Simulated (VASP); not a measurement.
# BaZn (Pm-3m) in VASP: a series of runs

The runs below take BaZn through single point, relaxation of cell and atoms, with LDA.

Everything below comes from runs of VASP 6.6.1. Logs are shortened: lines on timing, memory, paths and dates and some standing lists are left out, and cuts for length are marked.

## (1) The cell of the first run

Symmetry: Pm-3m, No. 221, cubic system. The conventional cell has a = 3.926 Å, b = 3.926 Å, c = 3.926 Å, α = 90.00°, β = 90.00°, γ = 90.00°. Within 4.5 Å of Ba (site symmetry m-3m) lie 8 Zn at 3.40 Å and 6 Ba at 3.93 Å. Within 4.5 Å of Zn (site symmetry m-3m) lie 8 Ba at 3.40 Å and 6 Zn at 3.93 Å.

## (2) Single point, LDA

INCAR reads:

```
PREC     = Accurate       # precision mode
ENCUT    = 520            # plane-wave cutoff, eV
EDIFF    = 1E-7           # SCF threshold, eV
ISMEAR   = -1             # smearing method
SIGMA    = 0.1            # smearing width, eV
LREAL    = F              # projectors in reciprocal space
LASPH    = T              # aspherical terms in the spheres
NELM     = 100            # most SCF steps
ALGO     = Normal         # electronic algorithm
ISIF     = 2              # what is computed and relaxed
LWAVE    = F              # write WAVECAR
LCHARG   = T              # write CHGCAR
LELF     = T              # ELF
LVHAR    = T            
NBANDS   = 18             # bands
```

KPOINTS reads:

```
Automatic mesh
0
Gamma
  7 7 7
  0.5 0.5 0.5
```

POSCAR reads:

```
BaZn
1.0
    3.9263115607      0.0000000000      0.0000000000
    0.0000000000      3.9263115607      0.0000000000
    0.0000000000      0.0000000000      3.9263115607
Ba Zn
1 1
Direct
    0.0000000000      0.0000000000      0.0000000000
    0.5000000000      0.5000000000      0.5000000000
```

Potentials or basis: VASP PAW LDA potentials, release 64 (Ba_sv, Zn).

Launch:

```sh
cat potpaw_LDA.64/Ba_sv/POTCAR potpaw_LDA.64/Zn/POTCAR > POTCAR
mpirun -np 1 vasp_std > vasp.out
```

OUTCAR:

```text
PREC = Accurate
   ENCUT = 520
   EDIFF = 1E-7
   ISMEAR = -1
   LREAL = F
   LASPH = T
   NELM = 100
   ISIF = 2

 ion  position               nearest neighbor table
   1  0.000  0.000  0.000-   2 3.40   2 3.40   2 3.40   2 3.40   2 3.40   2 3.40   2 3.40   2 3.40

   2  0.500  0.500  0.500-   1 3.40   1 3.40   1 3.40   1 3.40   1 3.40   1 3.40   1 3.40   1 3.40

  LATTYP: Found a simple cubic cell.
 ALAT       =     3.9263115607

  Lattice vectors:

 A1 = (   3.9263115607,   0.0000000000,   0.0000000000)
 A2 = (   0.0000000000,   3.9263115607,   0.0000000000)
 A3 = (   0.0000000000,   0.0000000000,   3.9263115607)

Analysis of symmetry for initial positions (statically):
=====================================================================
 Subroutine PRICEL returns:
 Original cell was already a primitive cell.

 Routine SETGRP: Setting up the symmetry group for a
 simple cubic supercell.

 Subroutine GETGRP returns: Found 48 space group operations
 (whereof 48 operations were pure point group operations)
 out of a pool of 48 trial point group operations.

The static configuration has the point symmetry O_h .

Analysis of symmetry for dynamics (positions and initial velocities):
=====================================================================
 Subroutine PRICEL returns:
 Original cell was already a primitive cell.

 Routine SETGRP: Setting up the symmetry group for a
 simple cubic supercell.

 Subroutine GETGRP returns: Found 48 space group operations
 (whereof 48 operations were pure point group operations)
 out of a pool of 48 trial point group operations.

The dynamic configuration has the point symmetry O_h .

 Subroutine INISYM returns: Found 48 space group operations
 (whereof 48 operations are pure point group operations),
 and found     1 'primitive' translations

----------------------------------------------------------------------------------------

                                     Primitive cell

  volume of cell :      60.5277

  direct lattice vectors                    reciprocal lattice vectors
     3.926311561  0.000000000  0.000000000     0.254691963  0.000000000  0.000000000
     0.000000000  3.926311561  0.000000000     0.000000000  0.254691963  0.000000000
     0.000000000  0.000000000  3.926311561     0.000000000  0.000000000  0.254691963

  length of vectors
     3.926311561  3.926311561  3.926311561     0.254691963  0.254691963  0.254691963

  position of ions in fractional coordinates (direct lattice)
     0.000000000  0.000000000  0.000000000
     0.500000000  0.500000000  0.500000000

  ion indices of the primitive-cell ions
   primitive index   ion index
                 1           1
                 2           2

----------------------------------------------------------------------------------------

 KPOINTS: Automatic mesh

Automatic generation of k-mesh.
 Grid dimensions read from file:
 generate k-points for:    7    7    7

 Generating k-lattice:

  Cartesian coordinates                     Fractional coordinates (reciprocal lattice)
     0.036384566  0.000000000  0.000000000     0.142857143  0.000000000  0.000000000
     0.000000000  0.036384566  0.000000000     0.000000000  0.142857143  0.000000000
     0.000000000  0.000000000  0.036384566     0.000000000  0.000000000  0.142857143

  Length of vectors
     0.036384566  0.036384566  0.036384566

  Shift w.r.t. Gamma in fractional coordinates (k-lattice)
     0.500000000  0.500000000  0.500000000

 Subroutine IBZKPT returns following result:
 ===========================================

 Found     20 irreducible k-points:

 Following reciprocal coordinates:
            Coordinates               Weight
  0.071429  0.071429  0.071429      8.000000
  0.214286  0.071429  0.071429     24.000000
  0.357143  0.071429  0.071429     24.000000
  0.500000  0.071429  0.071429     12.000000
  0.214286  0.214286  0.071429     24.000000
  0.357143  0.214286  0.071429     48.000000
[... 12 lines left out ...]
  0.500000  0.500000  0.357143      6.000000
  0.500000  0.500000  0.500000      1.000000
   k-points           NKPTS =     20   k-points in BZ     NKDIM =     20   number of bands    NBANDS=     18
   number of dos      NEDOS =    301   number of ions     NIONS =      2
   total plane-waves  NPLWV =  27000
   dimension x,y,z NGX =    30 NGY =   30 NGZ =   30
   dimension x,y,z NGXF=    60 NGYF=   60 NGZF=   60
   ions per type =               1   1
   NGX,Y,Z   is equivalent  to a cutoff of  12.70, 12.70, 12.70 a.u.
   NGXF,Y,Z  is equivalent  to a cutoff of  25.40, 25.40, 25.40 a.u.
 SYSTEM =  unknown system
   PREC   = accura    normal or accurate (medium, high low for compatibility)
   ISTART =      0    job   : 0-new  1-cont  2-samecut
   ICHARG =      2    charge: 1-file 2-atom 10-const
   ISPIN  =      1    spin polarized calculation?
   LNONCOLLINEAR =      F non collinear calculations
   LSORBIT =      F    spin-orbit coupling
   LASPH  =      T    aspherical Exc in radial PAW
   ENCUT  =  520.0 eV  38.22 Ry    6.18 a.u.   7.30  7.30  7.30*2*pi/ulx,y,z
   NELM   =    100;   NELMIN=  2; NELMDL= -5     # of ELM steps
   EDIFF  = 0.1E-06   stopping-criterion for ELM
   LREAL  =      F    real-space projection
   EDIFFG = 0.1E-05   stopping-criterion for IOM
   NSW    =      0    number of steps for IOM
   IBRION =     -1    ionic relax: 0-MD 1-quasi-New 2-CG
   NFREE  =      0    steps in history (QN), initial steepest desc. (CG)
   ISIF   =      2    stress and relaxation
   ISYM   =      2    0-nonsym 1-usesym 2-fastsym
   POTIM  = 0.5000    time-step for ionic-motion
   TEBEG  =    0.0;   TEEND  =   0.0 temperature during run
   PSTRESS=    0.0 pullay stress
   NELECT =      22.0000    total number of electrons
   NUPDOWN=      -1.0000    fix difference up-down
   EMIN   =  10.00;   EMAX   =-10.00  energy-range for DOS
   EFERMI =   0.00;   METHOD = LEGACY
   ISMEAR =    -1;   SIGMA  =   0.10  broadening in eV -4-tet -1-fermi 0-gaus
   EFERMI_NEDOS =   21; number of points for ismear=-14 and -15
   IALGO  =     38    algorithm
   IMIX   =      4    mixing-type and parameters
     AMIX     =   0.40;   BMIX     =  1.00
     AMIX_MAG =   1.60;   BMIX_MAG =  1.00
  volume/ion in A,a.u.               =      30.26       204.23
  Fermi-wavevector in a.u.,A,eV,Ry     =   1.168327  2.207817 18.571779  1.364987
  Thomas-Fermi vector in A             =   2.304815
   LORBIT       =      0    0 simple, 1 ext, 2 COOP (PROOUT), +10 PAW based schemes
   GGA     = CA    functional components
   LHFCALC =     F    Hartree Fock is set to
   AEXX    =    0.0000 exact exchange contribution
   IVDW    =     0    specifies the selected vdW correction
   LEPSILON=     F    determine dielectric tensor
   LRPA    =     F    only Hartree local field effects (RPA)
 non-spin polarized calculation
  energy-cutoff  :      520.00
  volume of cell :       60.53
 maximum number of plane-waves:      1644
 NGX is ok and might be reduce to    30
   NGX = 15   NGY = 15   NGZ = 15

 number of electron      21.9999989 magnetization

 Free energy of the ion-electron system (eV)
  ---------------------------------------------------
  ext. energy  EPLUGINS =         0.00000000
  ---------------------------------------------------
  free energy    TOTEN  =        -4.38730838 eV

  energy without entropy =       -4.33391567  energy(sigma->0) =       -4.36061202

 E-fermi :   2.4197     XC(G=0):  -9.6112

 val. band max:        2.3923677350   @ k =   0.5000   0.5000   0.3571
 cond. band min:       2.4309402120   @ k =   0.3571   0.3571   0.2143
 fundamental gap:      0.0385724770
 Fermi energy:         2.4197437386

 k-point     1 :       0.0714    0.0714    0.0714
  band No.  band energies     occupation
      1     -25.6212      2.00000
      2     -10.6057      2.00000
      3     -10.5824      2.00000
      4     -10.5824      2.00000
      5      -4.7594      2.00000
      6      -4.7594      2.00000
[... 10 lines left out ...]
     17       8.1022      0.00000
     18       8.5536      0.00000

 k-point     2 :       0.2143    0.0714    0.0714
  band No.  band energies     occupation
      1     -25.5970      2.00000
      2     -10.9245      2.00000
      3     -10.5642      2.00000
      4     -10.5539      2.00000
      5      -4.7521      2.00000
      6      -4.7178      2.00000
[... 10 lines left out ...]
     17       9.2815      0.00000
     18       9.4169      0.00000

 k-point     3 :       0.3571    0.0714    0.0714
  band No.  band energies     occupation
      1     -25.5665      2.00000
      2     -11.2962      2.00000
      3     -10.5247      2.00000
      4     -10.5180      2.00000
      5      -4.7430      2.00000
      6      -4.6863      2.00000
[... 10 lines left out ...]
     17       9.6213      0.00000
     18      10.0088      0.00000

 k-point     4 :       0.5000    0.0714    0.0714
  band No.  band energies     occupation
      1     -25.5528      2.00000
      2     -11.4497      2.00000
      3     -10.5069      2.00000
      4     -10.5019      2.00000
      5      -4.7389      2.00000
      6      -4.6811      2.00000
[... 291 lines left out ...]
      4     -11.0274      2.00000
      5      -4.7021      2.00000
      6      -4.6845      2.00000
[... 10 lines left out ...]
     17      10.1736      0.00000
     18      12.2900      0.00000

 k-point    19 :       0.5000    0.5000    0.3571
  band No.  band energies     occupation
      1     -25.4380      2.00000
      2     -11.1698      2.00000
      3     -11.1698      2.00000
      4     -11.0114      2.00000
      5      -4.6742      2.00000
      6      -4.6741      2.00000
[... 10 lines left out ...]
     17       9.8880      0.00000
     18      11.1972      0.00000

 k-point    20 :       0.5000    0.5000    0.5000
  band No.  band energies     occupation
      1     -25.4254      2.00000
      2     -11.1459      2.00000
      3     -11.1459      2.00000
      4     -11.1459      2.00000
      5      -4.6605      2.00000
      6      -4.6605      2.00000
[... 10 lines left out ...]
     17       9.9340      0.00000
     18       9.9340      0.00000

------------------------ aborting loop because EDIFF is reached ----------------------------------------

  FORCE on cell =-STRESS in cart. coord.  units (eV):
  Direction    XX          YY          ZZ          XY          YZ          ZX
  --------------------------------------------------------------------------------------
  -------------------------------------------------------------------------------------
  Total        0.1944510      0.1944510      0.1944510      0.0000000      0.0000000     -0.0000000
  in kB        5.1471458      5.1471458      5.1471458      0.0000000      0.0000000     -0.0000000
  external PRESSURE =       5.1471458 kB  Pullay stress =       0.0000000 kB

 VOLUME and BASIS-vectors are now :
 -----------------------------------------------------------------------------
  energy-cutoff  :      520.00
  volume of cell :       60.53
      direct lattice vectors                 reciprocal lattice vectors
     3.926311561  0.000000000  0.000000000     0.254691963  0.000000000  0.000000000
     0.000000000  3.926311561  0.000000000     0.000000000  0.254691963  0.000000000
     0.000000000  0.000000000  3.926311561     0.000000000  0.000000000  0.254691963

 POSITION                                       TOTAL-FORCE (eV/Angst)
 -----------------------------------------------------------------------------------
      0.00000      0.00000      0.00000         0.000000      0.000000      0.000000
      1.96316      1.96316      1.96316         0.000000      0.000000      0.000000
 -----------------------------------------------------------------------------------
    total drift:                                0.000000      0.000000      0.000000

  FREE ENERGIE OF THE ION-ELECTRON SYSTEM (eV)
  ---------------------------------------------------
  free  energy   TOTEN  =        -4.3873083802 eV

  energy  without entropy=       -4.3339156667  energy(sigma->0) =       -4.36061202
```

Run time: 25 s. Hardware: 1 thread of Intel Xeon 8259CL, shared host; peak memory 0.16 GiB.

What came out:

| Item | Value |
| --- | --- |
| Free energy | -4.3873 eV |
| Pressure | 0.5 GPa |
| Band gap on the k mesh | zero (bands 11 and 12 overlap by 2.27 eV) |

Levels at points of the mesh, in eV from the Fermi level:
```csv
k point,band 7,band 8,band 9,band 10,band 11,band 12,band 13,band 14,band 15,band 16
"(0.50, 0.50, 0.50)",-7.08,-7.02,-7.02,-1.78,-1.47,-1.47,-1.47,6.74,6.74,6.74
```

Caveat: spin-orbit coupling is left out, which moves the levels of the heavy elements.

## (3) Relaxation of cell and atoms, LDA

This run uses another cell than the first one, of 33.92 Å³/atom.

INCAR reads:

```
SYSTEM = BaZn
ALGO     = Normal         ! electronic algorithm
EDIFF    = 1E-6           ! SCF threshold, eV
EDIFFG   = -0.01          ! ionic threshold
ENCUT    = 600            ! plane-wave cutoff, eV
GGA      = CA             ! functional
IBRION   = 2              ! ionic algorithm
ISIF     = 3              ! what is computed and relaxed
ISMEAR   = -1             ! smearing method
LASPH    = .True.         ! aspherical terms in the spheres
LCHARG   = .False.        ! write CHGCAR
LREAL    = .False.        ! projectors in reciprocal space
LWAVE    = .False.        ! write WAVECAR
NELM     = 80             ! most SCF steps
NSW      = 80             ! ionic steps
PREC     = Accurate       ! precision mode
SIGMA    = 0.1            ! smearing width, eV
```

KPOINTS is that of step 2.

POSCAR reads:

```
BaZn
1.0
    4.0785133400      0.0000000000      0.0000000000
    0.0000000000      4.0785133400      0.0000000000
    0.0000000000      0.0000000000      4.0785133400
Ba Zn
1 1
Direct
    0.0000000000      0.0000000000      0.0000000000
    0.5000000000      0.5000000000      0.5000000000
```

Potentials or basis: VASP PAW LDA potentials, release 64 (Ba_sv, Zn).

Launch:

```sh
cat potpaw_LDA.64/Ba_sv/POTCAR potpaw_LDA.64/Zn/POTCAR > POTCAR
mpirun -np 1 vasp_std > vasp.out
```

Run time: 68 s. Hardware: 1 thread of Intel Xeon 8259CL, shared host; peak memory 0.19 GiB.

The run converged. Its results:

```
Free energy                           : -4.3896 eV
Relaxed volume                        : 30.75 Å³/atom
Relaxed cell                          : a = 3.947 Å, b = 3.947 Å, c = 3.947 Å, α = 90.00°, β = 90.00°, γ = 90.00°
Space group after relaxing (to 0.1 Å) : Pm-3m (No. 221)
Energy gained by relaxing             : 23.5 meV/atom
Ionic steps                           : 3
Pressure after relaxing               : 0.0 GPa
Band gap on the k mesh                : zero (bands 11 and 12 overlap by 2.21 eV)
```

The path:
```csv
step,energy change (eV),largest force (eV/Å),pressure (GPa),volume (Å³)
1,0.0000,0.0000,-2.28,67.84
2,-0.0433,0.0000,-0.70,63.22
3,-0.0470,0.0000,0.02,61.49
```

Final structure:
```
Ba Zn
1.0
     3.94703    0.00000    0.00000
     0.00000    3.94703    0.00000
     0.00000    0.00000    3.94703
Ba Zn
1 1
Direct
  0.00000 0.00000 0.00000
  0.50000 0.50000 0.50000
```

Levels at points of the mesh, in eV from the Fermi level:
```tsv
k point	band 9	band 10	band 11	band 12	band 13	band 14
(0.50, 0.50, 0.50)	-7.01	-1.79	-1.43	-1.43	-1.43	6.61
```

Caveat: spin-orbit coupling is left out, which moves the levels of the heavy elements.

The gap in the log of VASP goes by the Fermi energy; the results here count the filled bands.